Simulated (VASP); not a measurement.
# Sn (I4_1/amd) in VASP: notebook

Sn is run at these levels: PBE; tasks: single point, relaxation of shape and atoms at fixed volume.

Program: VASP 6.6.1. These are calculated values, not measurements. Logs are shortened: lines on timing, memory, paths and dates and some standing lists are left out, and cuts for length are marked.

### Step 1. The cell of the first run

It takes space group I4_1/amd (No. 141, tetragonal). The conventional cell has a = 5.987 Å, b = 5.987 Å, c = 3.265 Å, α = 90.00°, β = 90.00°, γ = 90.00°. Within 4.1 Å of Sn (site symmetry -4m2) lie 10 Sn at 3.10 to 3.87 Å.

### Step 2. Single point, PBE (29.26 Å³/atom)

The input, INCAR:

```
SYSTEM = Sn
PREC = Accurate
ENCUT = 520
EDIFF = 1E-6
ISMEAR = 0
SIGMA = 0.1
LREAL = .False.
LASPH = .True.
NELM = 60
ALGO = Fast
ISIF = 2
LWAVE = .False.
LCHARG = .True.
GGA = PE
LELF = .True.
LVHAR = .True.
NBANDS = 21
```

The input, KPOINTS:

```
Automatic mesh
0
Gamma
  14 14 14
  0 0 0
```

The input, POSCAR:

```
Sn
1.0
   -2.9936678285      2.9936678285      1.6323514412
    2.9936678285     -2.9936678285      1.6323514412
    2.9936678285      2.9936678285     -1.6323514412
Sn
2
Direct
    0.7500000000      0.2500000000      0.5000000000
    0.0000000000      0.0000000000      0.0000000000
```

Potentials or basis: VASP PAW PBE potentials, release 64 (Sn_d).

On the command line:

```
$ cat potpaw_PBE.64/Sn_d/POTCAR > POTCAR
$ mpirun -np 1 vasp_std > vasp.out
```

OUTCAR:

```text
SYSTEM = Sn
   PREC = Accurate
   ENCUT = 520
   EDIFF = 1E-6
   ISMEAR = 0
   LREAL = .False.
   LASPH = .True.
   NELM = 60
   ISIF = 2
   GGA = PE

 ion  position               nearest neighbor table
   1  0.750  0.250  0.500-   2 3.10   2 3.10   2 3.10   2 3.10
   2  0.000  0.000  0.000-   1 3.10   1 3.10   1 3.10   1 3.10

  LATTYP: Found a body centered tetragonal cell.
 ALAT       =     5.9873356570
 C/A-ratio  =     0.5452680574

  Lattice vectors:

 A1 = (  -2.9936678285,   2.9936678285,   1.6323514412)
 A2 = (   2.9936678285,  -2.9936678285,   1.6323514412)
 A3 = (   2.9936678285,   2.9936678285,  -1.6323514412)

Analysis of symmetry for initial positions (statically):
=====================================================================
 Subroutine PRICEL returns:
 Original cell was already a primitive cell.

 Routine SETGRP: Setting up the symmetry group for a
 body centered tetragonal supercell.

 Subroutine GETGRP returns: Found 16 space group operations
 (whereof  8 operations were pure point group operations)
 out of a pool of 16 trial point group operations.

The static configuration has the point symmetry D_2d.
 The point group associated with its full space group is D_4h.

Analysis of symmetry for dynamics (positions and initial velocities):
=====================================================================
 Subroutine PRICEL returns:
 Original cell was already a primitive cell.

 Routine SETGRP: Setting up the symmetry group for a
 body centered tetragonal supercell.

 Subroutine GETGRP returns: Found 16 space group operations
 (whereof  8 operations were pure point group operations)
 out of a pool of 16 trial point group operations.

The dynamic configuration has the point symmetry D_2d.
 The point group associated with its full space group is D_4h.

 Subroutine INISYM returns: Found 16 space group operations
 (whereof  8 operations are pure point group operations),
 and found     1 'primitive' translations

----------------------------------------------------------------------------------------

                                     Primitive cell

  volume of cell :      58.5168

[... 81 lines left out ...]
   ICHARG =      2    charge: 1-file 2-atom 10-const
   ISPIN  =      1    spin polarized calculation?
   LNONCOLLINEAR =      F non collinear calculations
   LSORBIT =      F    spin-orbit coupling
   LASPH  =      T    aspherical Exc in radial PAW
   ENCUT  =  520.0 eV  38.22 Ry    6.18 a.u.   8.44  8.44  8.44*2*pi/ulx,y,z
   NELM   =     60;   NELMIN=  2; NELMDL= -5     # of ELM steps
   EDIFF  = 0.1E-05   stopping-criterion for ELM
   LREAL  =      F    real-space projection
   EDIFFG = 0.1E-04   stopping-criterion for IOM
   NSW    =      0    number of steps for IOM
   IBRION =     -1    ionic relax: 0-MD 1-quasi-New 2-CG
   NFREE  =      0    steps in history (QN), initial steepest desc. (CG)
   ISIF   =      2    stress and relaxation
   ISYM   =      2    0-nonsym 1-usesym 2-fastsym
   POTIM  = 0.5000    time-step for ionic-motion
   TEBEG  =    0.0;   TEEND  =   0.0 temperature during run
   PSTRESS=    0.0 pullay stress
   NELECT =      28.0000    total number of electrons
   NUPDOWN=      -1.0000    fix difference up-down
   EMIN   =  10.00;   EMAX   =-10.00  energy-range for DOS
   EFERMI =   0.00;   METHOD = LEGACY
   ISMEAR =     0;   SIGMA  =   0.10  broadening in eV -4-tet -1-fermi 0-gaus
   EFERMI_NEDOS =   21; number of points for ismear=-14 and -15
   IALGO  =     68    algorithm
   IMIX   =      4    mixing-type and parameters
     AMIX     =   0.40;   BMIX     =  1.00
     AMIX_MAG =   1.60;   BMIX_MAG =  1.00
  volume/ion in A,a.u.               =      29.26       197.45
  Fermi-wavevector in a.u.,A,eV,Ry     =   1.280464  2.419725 22.307934  1.639587
  Thomas-Fermi vector in A             =   2.412890
   LORBIT       =      0    0 simple, 1 ext, 2 COOP (PROOUT), +10 PAW based schemes
   GGA     = PE    functional components
   LHFCALC =     F    Hartree Fock is set to
   AEXX    =    0.0000 exact exchange contribution
   IVDW    =     0    specifies the selected vdW correction
   LEPSILON=     F    determine dielectric tensor
   LRPA    =     F    only Hartree local field effects (RPA)
 non-spin polarized calculation
 RMM-DIIS sequential band-by-band and
 Gauss-broadening in eV      SIGMA  =   0.10
  energy-cutoff  :      520.00
  volume of cell :       58.52
 maximum number of plane-waves:      1595
 NGX is ok and might be reduce to    36
   NGX = 17   NGY = 17   NGZ = 17

 number of electron      28.0000003 magnetization

 Free energy of the ion-electron system (eV)
  ---------------------------------------------------
  ext. energy  EPLUGINS =         0.00000000
  ---------------------------------------------------
  free energy    TOTEN  =        -7.60229572 eV

  energy without entropy =       -7.59517438  energy(sigma->0) =       -7.59873505

 E-fermi :   7.0723     XC(G=0):  -9.9556

 val. band max:        7.0721283889   @ k =  -0.4286   0.4286   0.0000
 cond. band min:       7.0824889196   @ k =   0.1429   0.1429   0.1429
 fundamental gap:      0.0103605306
 Fermi energy:         7.0722724368

 k-point     1 :       0.0000    0.0000    0.0000
  band No.  band energies     occupation
      1     -14.4838      2.00000
      2     -14.4178      2.00000
      3     -14.3792      2.00000
      4     -14.3712      2.00000
      5     -14.2563      2.00000
      6     -14.2563      2.00000
[... 565 lines left out ...]
     20      14.5132      0.00000
     21      15.6626      0.00000

 [... further k-points ...]

------------------------ aborting loop because EDIFF is reached ----------------------------------------

  FORCE on cell =-STRESS in cart. coord.  units (eV):
  Direction    XX          YY          ZZ          XY          YZ          ZX
  --------------------------------------------------------------------------------------
  -------------------------------------------------------------------------------------
  Total       -0.5029802     -0.5029802     -0.4775731      0.0000000      0.0000000      0.0000000
  in kB      -13.7714801    -13.7714801    -13.0758375      0.0000000      0.0000000      0.0000000
  external PRESSURE =     -13.5395993 kB  Pullay stress =       0.0000000 kB

 VOLUME and BASIS-vectors are now :
 -----------------------------------------------------------------------------
  energy-cutoff  :      520.00
  volume of cell :       58.52
      direct lattice vectors                 reciprocal lattice vectors
    -2.993667829  2.993667829  1.632351441     0.000000000  0.167019198  0.306306588
     2.993667829 -2.993667829  1.632351441     0.167019198  0.000000000  0.306306588
     2.993667829  2.993667829 -1.632351441     0.167019198  0.167019198  0.000000000

 POSITION                                       TOTAL-FORCE (eV/Angst)
 -----------------------------------------------------------------------------------
     -0.00000      2.99367      0.81618         0.000000     -0.000000     -0.000000
      0.00000      0.00000      0.00000        -0.000000      0.000000      0.000000
 -----------------------------------------------------------------------------------
    total drift:                               -0.000000      0.000000     -0.000000

  FREE ENERGIE OF THE ION-ELECTRON SYSTEM (eV)
  ---------------------------------------------------
  free  energy   TOTEN  =        -7.6022957162 eV

  energy  without entropy=       -7.5951743815  energy(sigma->0) =       -7.59873505
```

OSZICAR:

```text
N       E                     dE             d eps       ncg     rms          rms(c)
DAV:   1     0.221701156924E+03    0.22170E+03   -0.14469E+04 10376   0.202E+03
DAV:   2     0.155802714299E+02   -0.20612E+03   -0.20199E+03 10338   0.452E+02
DAV:   3    -0.687092330056E+01   -0.22451E+02   -0.22285E+02 11898   0.135E+02
DAV:   4    -0.758703605403E+01   -0.71611E+00   -0.71572E+00 11619   0.266E+01
DAV:   5    -0.761671197670E+01   -0.29676E-01   -0.29675E-01 14655   0.510E+00    0.208E+00
RMM:   6    -0.760404664778E+01    0.12665E-01   -0.27005E-02 12447   0.196E+00    0.121E+00
RMM:   7    -0.760213616506E+01    0.19105E-02   -0.20660E-02 12235   0.162E+00    0.144E-01
RMM:   8    -0.760217198190E+01   -0.35817E-04   -0.28628E-03 13459   0.637E-01    0.528E-02
RMM:   9    -0.760228449442E+01   -0.11251E-03   -0.99498E-04 16172   0.260E-01    0.207E-02
RMM:  10    -0.760229322177E+01   -0.87274E-05   -0.88850E-05 14905   0.955E-02    0.536E-03
RMM:  11    -0.760229582382E+01   -0.26021E-05   -0.36524E-05 15857   0.491E-02    0.495E-03
RMM:  12    -0.760229571620E+01    0.10762E-06   -0.37643E-06  9571   0.187E-02
   1 F= -.76022957E+01 E0= -.75987350E+01  d E =-.712133E-02
```

Wall time 5.4 min (1 thread of Intel Xeon Platinum 8259CL at 2.50GHz (Skylake/Cascade Lake), shared host); peak memory 0.37 GiB.

Results:

```yaml
Free_energy: -7.6023 eV
Pressure: -1.4 GPa
Band_gap_on_the_k_mesh: zero (bands 14 and 15 overlap by 3.61 eV)
```

Caveat: spin-orbit coupling is left out, which moves the levels of the heavy elements.

### Step 3. Single point, PBE (30.11 Å³/atom)

This run uses another cell than the first one, of 30.11 Å³/atom.

The input, INCAR:

```
SYSTEM = Sn
PREC = Accurate
ENCUT = 520
EDIFF = 1E-6
ISMEAR = 0
SIGMA = 0.1
LREAL = .FALSE.
LASPH = .TRUE.
NELM = 100
ALGO = Fast
ISIF = 2
LWAVE = .FALSE.
LCHARG = .FALSE.
GGA = PE
NBANDS = 21
```

The input, KPOINTS:

```
regular mesh
0
G
  14 14 14
  0 0 0
```

The input, POSCAR:

```
Sn
1.0
   -3.0224548620      3.0224548620      1.6480480910
    3.0224548620     -3.0224548620      1.6480480910
    3.0224548620      3.0224548620     -1.6480480910
Sn
2
Direct
    0.7500000000      0.2500000000      0.5000000000
    0.0000000000      0.0000000000      0.0000000000
```

Potentials or basis: VASP PAW PBE potentials, release 64 (Sn_d).

On the command line:

```
$ cat potpaw_PBE.64/Sn_d/POTCAR > POTCAR
$ mpirun -np 1 vasp_std > vasp.out
```

It took 6.1 min on 1 thread of Intel Xeon Platinum 8259CL at 2.50GHz (Skylake/Cascade Lake), shared host; peak memory 0.38 GiB.

Results (log left out):

```yaml
Free_energy: -7.5826 eV
Pressure: -2.4 GPa
Band_gap_on_the_k_mesh: zero (bands 14 and 15 overlap by 3.48 eV)
```

Stress tensor (GPa, compression positive):
```
-2.47  0.00  0.00
 0.00 -2.47  0.00
 0.00  0.00 -2.39
```

Levels at points of the mesh, in eV from the Fermi level:
| k point | band 12 | band 13 | band 14 | band 15 | band 16 | band 17 |
| --- | --- | --- | --- | --- | --- | --- |
| (0.00, 0.00, 0.00) | -3.92 | -1.70 | -1.70 | 3.14 | 5.72 | 5.72 |
| (0.50, 0.00, 0.00) | -5.12 | -2.33 | -1.46 | -0.96 | 2.34 | 2.61 |
| (0.50, 0.50, 0.00) | -8.36 | 0.62 | 0.62 | 1.40 | 1.40 | 5.56 |
| (0.50, 0.50, 0.50) | -7.28 | -4.23 | -4.23 | 4.68 | 4.68 | 8.42 |

Caveat: spin-orbit coupling is left out, which moves the levels of the heavy elements.

### Step 4. Relaxation of shape and atoms at fixed volume, PBE (26.70 Å³/atom)

This run uses another cell than the first one, of 26.70 Å³/atom.

The input, INCAR:

```
PREC = Accurate
ENCUT = 600
EDIFF = 1E-6
ISMEAR = 0
SIGMA = 0.1
LREAL = False
LASPH = True
NELM = 100
ALGO = Fast
ISIF = 4
LWAVE = False
LCHARG = False
GGA = PE
IBRION = 2
NSW = 50
EDIFFG = -0.01
```

The input, KPOINTS:

```
regular mesh
0
Gamma
  14 14 14
```

The input, POSCAR:

```
Sn
1.0
   -2.9038030240      2.9038030240      1.5833510338
    2.9038030240     -2.9038030240      1.5833510338
    2.9038030240      2.9038030240     -1.5833510338
Sn
2
Direct
    0.7500000000      0.2500000000      0.5000000000
    0.0000000000      0.0000000000      0.0000000000
```

On the command line:

```
$ cat potpaw_PBE.64/Sn_d/POTCAR > POTCAR
$ mpirun -np 1 vasp_std > vasp.out
```

It took 5.2 min on 1 thread of Intel Xeon Platinum 8259CL at 2.50GHz (Skylake/Cascade Lake), shared host; peak memory 0.38 GiB.

It converged, with:

```
Free energy             : -7.5750 eV
Pressure after relaxing : 3.4 GPa
Band gap on the k mesh  : zero (bands 14 and 15 overlap by 4.13 eV)
```

Final structure:
```
Sn
1.0
    -2.90380    2.90380    1.58335
     2.90380   -2.90380    1.58335
     2.90380    2.90380   -1.58335
Sn
2
Direct
  0.75000 0.25000 0.50000
  0.00000 0.00000 0.00000
```

Levels at points of the mesh, in eV from the Fermi level:
```
           k point  band 10  band 11  band 12  band 13  band 14  band 15  band 16  band 17  band 18
(0.00, 0.00, 0.00)   -21.16   -11.25    -3.57    -2.01    -2.01     2.96     6.33     6.33     6.96
(0.50, 0.00, 0.00)   -21.22    -6.95    -5.45    -2.29    -1.73    -1.17     2.24     2.90     4.78
(0.50, 0.50, 0.00)   -21.29    -8.97    -8.97     0.60     0.60     1.63     1.63     6.08     6.09
(0.50, 0.50, 0.50)   -21.36    -7.58    -7.58    -4.89    -4.89     5.09     5.09     9.58     9.58
```

Caveat: the relaxation stopped at its first step, so nothing moved; spin-orbit coupling is left out, which moves the levels of the heavy elements.

### Step 5. Relaxation of shape and atoms at fixed volume, PBE (27.55 Å³/atom)

This run uses another cell than the first one, of 27.55 Å³/atom.

The input, INCAR:

```
SYSTEM = Sn
PREC = Accurate
ENCUT = 600
EDIFF = 1E-6
ISMEAR = 0
SIGMA = 0.1
LREAL = .False.
LASPH = .True.
NELM = 100
ALGO = Fast
ISIF = 4
LWAVE = .False.
LCHARG = .False.
GGA = PE
IBRION = 2
NSW = 50
EDIFFG = -0.01
```

The input, KPOINTS:

```
Automatic mesh
0
Gamma
  14 14 14
  0 0 0
```

The input, POSCAR:

```
Sn
1.0
   -2.9343716180      2.9343716180      1.6000191117
    2.9343716180     -2.9343716180      1.6000191117
    2.9343716180      2.9343716180     -1.6000191117
Sn
2
Direct
    0.7500000000      0.2500000000      0.5000000000
    0.0000000000      0.0000000000      0.0000000000
```

On the command line:

```
$ cat potpaw_PBE.64/Sn_d/POTCAR > POTCAR
$ mpirun -np 1 vasp_std > vasp.out
```

It took 5 min on 1 thread of Intel Xeon Platinum 8259CL at 2.50GHz (Skylake/Cascade Lake), shared host; peak memory 0.39 GiB.

Results (log left out):

```yaml
Free_energy: -7.6012 eV
Pressure_after_relaxing: 1.5 GPa
Band_gap_on_the_k_mesh: zero (bands 14 and 15 overlap by 3.94 eV)
```

Final structure:
```
CELL_PARAMETERS angstrom
-2.93437 2.93437 1.60002
2.93437 -2.93437 1.60002
2.93437 2.93437 -1.60002
ATOMIC_POSITIONS crystal
Sn 0.75000 0.25000 0.50000
Sn 0.00000 0.00000 0.00000
```

Levels at points of the mesh, in eV from the Fermi level:
| k point | band 12 | band 13 | band 14 | band 15 | band 16 | band 17 |
| --- | --- | --- | --- | --- | --- | --- |
| (0.00, 0.00, 0.00) | -3.66 | -1.93 | -1.93 | 3.01 | 6.17 | 6.18 |
| (0.50, 0.00, 0.00) | -5.35 | -2.31 | -1.65 | -1.11 | 2.27 | 2.83 |
| (0.50, 0.50, 0.00) | -8.80 | 0.61 | 0.61 | 1.57 | 1.57 | 5.95 |
| (0.50, 0.50, 0.50) | -7.50 | -4.71 | -4.71 | 4.98 | 4.98 | 9.27 |

Caveat: the relaxation stopped at its first step, so nothing moved; spin-orbit coupling is left out, which moves the levels of the heavy elements.

### Step 6. The runs side by side

```csv
task,cell,cutoff (eV),gap on the mesh (eV),pressure (GPa)
single point,"a = 4.537 Å, angles 97.4, 97.4, 137.8°, 2 atoms",520,none,-1.4
single point,"a = 4.581 Å, angles 97.4, 97.4, 137.8°, 2 atoms",520,none,-2.4
relaxation of shape and atoms at fixed volume,"relaxed from a = 4.401 Å, angles 97.4, 97.4, 137.8°, 2 atoms",600,none,3.4
relaxation of shape and atoms at fixed volume,"relaxed from a = 4.448 Å, angles 97.4, 97.4, 137.8°, 2 atoms",600,none,1.5
```

Alike in all rows: level PBE; potentials or basis VASP PAW PBE potentials, release 64 (Sn_d); no spin polarisation; k mesh 14 × 14 × 14; smearing gaussian 0.1 eV.

Caveats: spin-orbit coupling is left out, which moves the levels of the heavy elements; the relaxation stopped at its first step, so nothing moved (at least some runs).

Absolute energies hang on the potentials; compare differences alone.
